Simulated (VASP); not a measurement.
Crystal: CuSiRu.

```
CELL_PARAMETERS angstrom
3.71503 0.00000 0.00000
0.00000 3.71503 0.00000
0.00000 0.00000 5.86322
ATOMIC_POSITIONS crystal
Ru 0.75000 0.25000 0.00000
Ru 0.25000 0.75000 0.00000
Si 0.25000 0.25000 0.17500
Si 0.75000 0.75000 0.82500
Cu 0.25000 0.25000 0.67900
Cu 0.75000 0.75000 0.32100
```

Base run:

* Program: VASP 6.6.1
* Functional: PBE
* Potentials or basis: VASP PAW PBE potentials, release 64 (Ru_pv, Si, Cu)
* Cutoff: 520 eV
* k mesh: 5 × 5 × 3
* Occupations: fermi-dirac, width 0.1 eV
* Spin: no spin polarisation

Its results: band gap on the k mesh zero (band 29 reaches 11.00 eV, above the bottom of band 30 at 9.53 eV); pressure 56.0 GPa; largest force 7.938 eV/Å.

Q: The run is repeated on the same cell with these changes: dispersion from none to D3(BJ). What comes out?

A: Band gap on the k mesh zero (band 29 reaches 11.00 eV, above the bottom of band 30 at 9.53 eV); pressure 49.7 GPa; largest force 7.951 eV/Å.

Dispersion adds attraction, which lowers the pressure at fixed volume and, as a term added to the energy, leaves the levels alone.

Caveats: forces of over 1 eV/Å act on the atoms, so gaps and moduli don't describe the material at rest; three body term missing (some runs); pairwise dispersion overbinds metals, which lowers pressure and volume (some runs).
